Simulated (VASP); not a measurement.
# CaZn2Re2 in VASP: a series of runs, part 2 of 2

VASP 6.6.1. The steps go on from the part before.

## 3. Single point, PBEsol

Contents of INCAR:

```
PREC = Accurate ; ENCUT = 520
EDIFF = 1E-6 ; ISMEAR = -1
SIGMA = 0.1 ; LREAL = F
LASPH = T ; NELM = 100
ALGO = Normal ; ISIF = 2
LWAVE = F ; LCHARG = F
GGA = PS ; NBANDS = 32
```

Contents of KPOINTS:

```
Automatic mesh
0
Gamma
  5 5 3
```

Contents of POSCAR:

```
CaZn2Re2
1.0
    3.9910650000      0.0000000000      0.0000000000
   -1.9955330000      3.4563650000      0.0000000000
    0.0000000000      0.0000000000      6.7077940000
Zn Ca Re
2 1 2
Direct
    0.3333000000      0.6667000000      0.6307000000
    0.6667000000      0.3333000000      0.3693000000
    0.0000000000      0.0000000000      0.0000000000
    0.3333000000      0.6667000000      0.2571000000
    0.6667000000      0.3333000000      0.7429000000
```

Potentials or basis: VASP PAW PBE potentials, release 64 (Zn, Ca_sv, Re).

Command:

```sh
> cat potpaw_PBE.64/Zn/POTCAR potpaw_PBE.64/Ca_sv/POTCAR potpaw_PBE.64/Re/POTCAR > POTCAR
> mpirun -np 1 vasp_std > vasp.out
```

OUTCAR:

```text
PREC = Accurate
   ENCUT = 520
   EDIFF = 1E-6
   ISMEAR = -1
   LREAL = F
   LASPH = T
   NELM = 100
   ISIF = 2
   GGA = PS

 ion  position               nearest neighbor table
   1  0.333  0.667  0.631-   5 2.42   5 2.42   5 2.42   4 2.51   2 2.90   2 2.90   2 2.90
   2  0.667  0.333  0.369-   4 2.42   4 2.42   4 2.42   5 2.51   1 2.90   1 2.90   1 2.90
   3  0.000  0.000  0.000-   4 2.88   5 2.88   5 2.88   4 2.88   5 2.88   4 2.88
   4  0.333  0.667  0.257-   2 2.42   2 2.42   2 2.42   1 2.51   3 2.88   3 2.88   3 2.88
   5  0.667  0.333  0.743-   1 2.42   1 2.42   1 2.42   2 2.51   3 2.88   3 2.88   3 2.88

  LATTYP: Found a hexagonal cell.
 ALAT       =     3.9910650000
 C/A-ratio  =     1.6807027698

  Lattice vectors:

 A1 = (   3.9910650000,   0.0000000000,   0.0000000000)
 A2 = (  -1.9955330000,   3.4563650000,   0.0000000000)
 A3 = (   0.0000000000,   0.0000000000,   6.7077940000)

Analysis of symmetry for initial positions (statically):
=====================================================================
 Subroutine PRICEL returns:
 Original cell was already a primitive cell.

 Routine SETGRP: Setting up the symmetry group for a
 hexagonal supercell.

 Subroutine GETGRP returns: Found  4 space group operations
 (whereof  4 operations were pure point group operations)
 out of a pool of 24 trial point group operations.

The static configuration has the point symmetry C_2h.

Analysis of symmetry for dynamics (positions and initial velocities):
=====================================================================
 Subroutine PRICEL returns:
 Original cell was already a primitive cell.

 Routine SETGRP: Setting up the symmetry group for a
 hexagonal supercell.

 Subroutine GETGRP returns: Found  4 space group operations
 (whereof  4 operations were pure point group operations)
 out of a pool of 24 trial point group operations.

The dynamic configuration has the point symmetry C_2h.

 Subroutine INISYM returns: Found  4 space group operations
 (whereof  4 operations are pure point group operations),
 and found     1 'primitive' translations

----------------------------------------------------------------------------------------

                                     Primitive cell

  volume of cell :      92.5312

  direct lattice vectors                    reciprocal lattice vectors
     3.991065000  0.000000000  0.000000000     0.250559688  0.144660684  0.000000000
    -1.995533000  3.456365000  0.000000000     0.000000000  0.289321296  0.000000000
     0.000000000  0.000000000  6.707794000     0.000000000  0.000000000  0.149080309

  length of vectors
     3.991065000  3.991066395  6.707794000     0.289321397  0.289321296  0.149080309

  position of ions in fractional coordinates (direct lattice)
     0.333300000  0.666700000  0.630700000
     0.666700000  0.333300000  0.369300000
     0.000000000  0.000000000  0.000000000
     0.333300000  0.666700000  0.257100000
     0.666700000  0.333300000  0.742900000

  ion indices of the primitive-cell ions
   primitive index   ion index
                 1           1
                 2           2
                 3           3
                 4           4
                 5           5

[... 25 lines left out ...]

 Following reciprocal coordinates:
            Coordinates               Weight
  0.000000  0.000000  0.000000      1.000000
  0.200000  0.000000  0.000000      4.000000
 -0.200000  0.200000  0.000000      2.000000
  0.400000 -0.000000  0.000000      4.000000
 -0.400000  0.400000  0.000000      2.000000
  0.200000  0.200000  0.000000      2.000000
[... 16 lines left out ...]
  0.400000  0.400000  0.333333      4.000000
 -0.400000 -0.200000  0.333333      4.000000
   k-points           NKPTS =     24   k-points in BZ     NKDIM =     24   number of bands    NBANDS=     32
   number of dos      NEDOS =    301   number of ions     NIONS =      5
   total plane-waves  NPLWV =  45000
   dimension x,y,z NGX =    30 NGY =   30 NGZ =   50
   dimension x,y,z NGXF=    60 NGYF=   60 NGZF=  100
   ions per type =               2   1   2
   NGX,Y,Z   is equivalent  to a cutoff of  12.50, 12.50, 12.39 a.u.
   NGXF,Y,Z  is equivalent  to a cutoff of  24.99, 24.99, 24.78 a.u.
 SYSTEM =  unknown system
   PREC   = accura    normal or accurate (medium, high low for compatibility)
   ISTART =      0    job   : 0-new  1-cont  2-samecut
   ICHARG =      2    charge: 1-file 2-atom 10-const
   ISPIN  =      1    spin polarized calculation?
   LNONCOLLINEAR =      F non collinear calculations
   LSORBIT =      F    spin-orbit coupling
   LASPH  =      T    aspherical Exc in radial PAW
   ENCUT  =  520.0 eV  38.22 Ry    6.18 a.u.   7.42  7.42 12.47*2*pi/ulx,y,z
   NELM   =    100;   NELMIN=  2; NELMDL= -5     # of ELM steps
   EDIFF  = 0.1E-05   stopping-criterion for ELM
   LREAL  =      F    real-space projection
   EDIFFG = 0.1E-04   stopping-criterion for IOM
   NSW    =      0    number of steps for IOM
   IBRION =     -1    ionic relax: 0-MD 1-quasi-New 2-CG
   NFREE  =      0    steps in history (QN), initial steepest desc. (CG)
   ISIF   =      2    stress and relaxation
   ISYM   =      2    0-nonsym 1-usesym 2-fastsym
   POTIM  = 0.5000    time-step for ionic-motion
   TEBEG  =    0.0;   TEEND  =   0.0 temperature during run
   PSTRESS=    0.0 pullay stress
   NELECT =      48.0000    total number of electrons
   NUPDOWN=      -1.0000    fix difference up-down
   EMIN   =  10.00;   EMAX   =-10.00  energy-range for DOS
   EFERMI =   0.00;   METHOD = LEGACY
   ISMEAR =    -1;   SIGMA  =   0.10  broadening in eV -4-tet -1-fermi 0-gaus
   EFERMI_NEDOS =   21; number of points for ismear=-14 and -15
   IALGO  =     38    algorithm
   IMIX   =      4    mixing-type and parameters
     AMIX     =   0.40;   BMIX     =  1.00
     AMIX_MAG =   1.60;   BMIX_MAG =  1.00
  volume/ion in A,a.u.               =      18.51       124.89
  Fermi-wavevector in a.u.,A,eV,Ry     =   1.315404  2.485753 23.541998  1.730288
  Thomas-Fermi vector in A             =   2.445589
   LORBIT       =      0    0 simple, 1 ext, 2 COOP (PROOUT), +10 PAW based schemes
   GGA     = PS    functional components
   LHFCALC =     F    Hartree Fock is set to
   AEXX    =    0.0000 exact exchange contribution
   IVDW    =     0    specifies the selected vdW correction
   LEPSILON=     F    determine dielectric tensor
   LRPA    =     F    only Hartree local field effects (RPA)
 non-spin polarized calculation
  energy-cutoff  :      520.00
  volume of cell :       92.53
 maximum number of plane-waves:      2539
 NGX is ok and might be reduce to    30
   NGX = 15   NGY = 15   NGZ = 25

 number of electron      47.9999999 magnetization

 Free energy of the ion-electron system (eV)
  ---------------------------------------------------
  ext. energy  EPLUGINS =         0.00000000
  ---------------------------------------------------
  free energy    TOTEN  =       -23.85932995 eV

  energy without entropy =      -23.56715402  energy(sigma->0) =      -23.71324199

 E-fermi :   3.3425     XC(G=0): -11.3616

 val. band max:        3.3314851918   @ k =  -0.2000   0.2000   0.3333
 cond. band min:       3.3432475697   @ k =   0.4000  -0.4000   0.3333
 fundamental gap:      0.0117623779
 Fermi energy:         3.3424677611

 k-point     1 :       0.0000    0.0000    0.0000
  band No.  band energies     occupation
      1     -35.6297      2.00000
      2     -16.9074      2.00000
      3     -16.8121      2.00000
      4     -16.8121      2.00000
      5      -4.6400      2.00000
      6      -3.8747      2.00000
[... 829 lines left out ...]
     31       7.0573      0.00000
     32       7.4519      0.00000

------------------------ aborting loop because EDIFF is reached ----------------------------------------

  FORCE on cell =-STRESS in cart. coord.  units (eV):
  Direction    XX          YY          ZZ          XY          YZ          ZX
  --------------------------------------------------------------------------------------
  -------------------------------------------------------------------------------------
  Total        4.7120000      4.7229636      3.8145791      0.0094910      0.0026936     -0.0046655
  in kB       81.5882743     81.7781092     66.0494322      0.1643359      0.0466404     -0.0807831
  external PRESSURE =      76.4719386 kB  Pullay stress =       0.0000000 kB

 VOLUME and BASIS-vectors are now :
 -----------------------------------------------------------------------------
  energy-cutoff  :      520.00
  volume of cell :       92.53
      direct lattice vectors                 reciprocal lattice vectors
     3.991065000  0.000000000  0.000000000     0.250559688  0.144660684  0.000000000
    -1.995533000  3.456365000  0.000000000     0.000000000  0.289321296  0.000000000
     0.000000000  0.000000000  6.707794000     0.000000000  0.000000000  0.149080309

 POSITION                                       TOTAL-FORCE (eV/Angst)
 -----------------------------------------------------------------------------------
     -0.00020      2.30436      4.23061         0.004261     -0.002460     -0.164343
      1.99573      1.15201      2.47719        -0.004261      0.002460      0.164343
      0.00000      0.00000      0.00000        -0.000000     -0.000000      0.000000
     -0.00020      2.30436      1.72457         0.004398     -0.002539     -0.939968
      1.99573      1.15201      4.98322        -0.004398      0.002539      0.939968
 -----------------------------------------------------------------------------------
    total drift:                                0.000000      0.000000      0.000000

  FREE ENERGIE OF THE ION-ELECTRON SYSTEM (eV)
  ---------------------------------------------------
  free  energy   TOTEN  =       -23.8593299518 eV

  energy  without entropy=      -23.5671540240  energy(sigma->0) =      -23.71324199
```

stdout:

```text
POSCAR found type information on POSCAR ZnCaRe
 POSCAR found :  3 types and       5 ions
 scaLAPACK will be used
 -----------------------------------------------------------------------------
|                                                                             |
|                                                                             |
|     You enforced a specific xc type in the INCAR file but a different       |
|     I HOPE YOU KNOW WHAT YOU ARE DOING!                                     |
|                                                                             |
 -----------------------------------------------------------------------------

 LDA part: xc-table for (Slater+PW92), standard interpolation
 POSCAR, INCAR and KPOINTS ok, starting setup
 FFT: planning ... GRIDC
 FFT: planning ... GRID_SOFT
 FFT: planning ... GRID
 WAVECAR not read
 entering main loop
```

Run time: 90 s. Hardware: 1 thread of Oxide Virtual Turin-like, shared host; peak memory 0.21 GiB.

What came out:

- Free energy: -23.8593 eV
- Pressure: 7.6 GPa
- Largest force: 0.940 eV/Å
- Band gap on the k mesh: zero (bands 24 and 25 overlap by 0.02 eV)

Forces on the atoms (eV/Å):
```
Zn   0.004 -0.002 -0.164
Zn  -0.004  0.002  0.164
Ca   0.000  0.000  0.000
Re   0.004 -0.003 -0.940
Re  -0.004  0.003  0.940
```

Levels at points of the mesh, in eV from the Fermi level:
```csv
k point,band 20,band 21,band 22,band 23,band 24,band 25,band 26,band 27,band 28,band 29
"(0.00, 0.00, 0.00)",-1.58,-1.28,-1.28,-0.64,-0.64,0.32,0.32,0.52,4.08,4.08
```

Caveat: the k points lie up to 0.36 Å⁻¹ apart; the PAW data sets were made with another functional, which shifts forces and pressure a little; spin-orbit coupling is left out, which moves the levels of the heavy elements.
